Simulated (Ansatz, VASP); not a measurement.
## KBi2IO4 in VASP and in Ansatz

Contents of INCAR:

```
PREC = Accurate ; ENCUT = 520
EDIFF = 1E-6 ; ISMEAR = -1
SIGMA = 0.1 ; LREAL = F
LASPH = T ; NELM = 60
ALGO = Normal ; ISIF = 2
LWAVE = F ; LCHARG = F
NBANDS = 45
```

The input KPOINTS:

```
regular mesh
0
Gamma
  9 9 4
```

File POSCAR:

```
KBi2IO4
1.0
    3.9923220000      0.0000000000      0.0000000000
    0.0000000000      3.9923220000      0.0000000000
    0.0000000000      0.0000000000      9.7915610000
I Bi K O
1 2 1 4
Direct
    0.0000000000      0.0000000000      0.5000000000
    0.5000000000      0.5000000000      0.7416000000
    0.5000000000      0.5000000000      0.2584000000
    0.0000000000      0.0000000000      0.0000000000
    0.5000000000      0.0000000000      0.8580000000
    0.0000000000      0.5000000000      0.8580000000
    0.5000000000      0.0000000000      0.1420000000
    0.0000000000      0.5000000000      0.1420000000
```

Input for Ansatz:

```yaml
crystal:
  lattice:
    - [3.992322, 0.0, 0.0]
    - [0.0, 3.992322, 0.0]
    - [0.0, 0.0, 9.791561]
  atoms:
    - { symbol: I, position: [0.0, 0.0, 0.5] }
    - { symbol: Bi, position: [0.5, 0.5, 0.7416] }
    - { symbol: Bi, position: [0.5, 0.5, 0.2584] }
    - { symbol: K, position: [0.0, 0.0, 0.0] }
    - { symbol: O, position: [0.5, 0.0, 0.858] }
    - { symbol: O, position: [0.0, 0.5, 0.858] }
    - { symbol: O, position: [0.5, 0.0, 0.142] }
    - { symbol: O, position: [0.0, 0.5, 0.142] }
  symmetry: { tolerance: 0.0003 }
kpoints:
  mp_grid: { grid: [9, 9, 4], shift: [0, 0, 0] }
  band_path:
    path:
      - [0.0, 0.0, 0.0]
      - [0.0, 0.5, 0.0]
      - [0.5, 0.5, 0.0]
      - [0.0, 0.0, 0.0]
      - [0.0, 0.0, 0.5]
      - [0.0, 0.5, 0.5]
      - [0.5, 0.5, 0.5]
      - [0.0, 0.0, 0.5]
      - [0.0, 0.5, 0.0]
      - [0.0, 0.5, 0.5]
      - [0.5, 0.5, 0.0]
    npoints: 6
magnetization:
  spin_polarized: false
scf:
  occupations: { method: fermi_dirac }
  lower_state_search: "off"
  max_iter: 200
hamiltonian:
  pseudopotentials: { kind: paw }
  xc: lda
basis:
  ecutwfc: 420
  fft_grid_basis: typed
output:
  forces: true
  stress: true
  eigenvalues: true
  bader: true
  populations: true
  elf: true
  write_potential: true
  volumetric_format: npy
  dos:
    e_range: [-12, 8]
    de: 0.05
    projected: { site_lists: { Bi: [Bi], I: [I], K: [K], O: [O] } }
checkpoint:
  read: saved_state
```

Alike in both runs: task single point; functional LDA; k mesh 9 × 9 × 4; no spin polarisation.

|  | VASP | Ansatz |
| --- | --- | --- |
| version | VASP 6.6.1 | Ansatz 0.2.0 |
| potentials or method | VASP PAW LDA potentials, release 64 (I, Bi_d, K_sv, O), cutoff 520 eV | PAW plane waves |
| occupations | fermi-dirac, width 0.1 eV | fermi-dirac |
| valence electrons in the cell | 70 | 80 |

|  | VASP | Ansatz | Ansatz less VASP |
| --- | --- | --- | --- |
| pressure (GPa) | -4.0 | -4.4 | -0.35 |
| traceless stress, the component that is largest in VASP (GPa) | 2.19 | 2.25 | +0.068 |
| rms of the force components (eV/Å) | 1.136 | 1.143 | +0.0071 |

LDA's correlation is that of Perdew and Zunger in VASP and of Perdew and Wang (1992) in Ansatz. Atom by atom the forces differ by 0.019 eV/Å (rms over components). VASP's potentials hold 70 valence electrons a cell and Ansatz's 80, so a difference there can come from the potentials and not from the codes.

Neither program's run includes spin-orbit coupling.
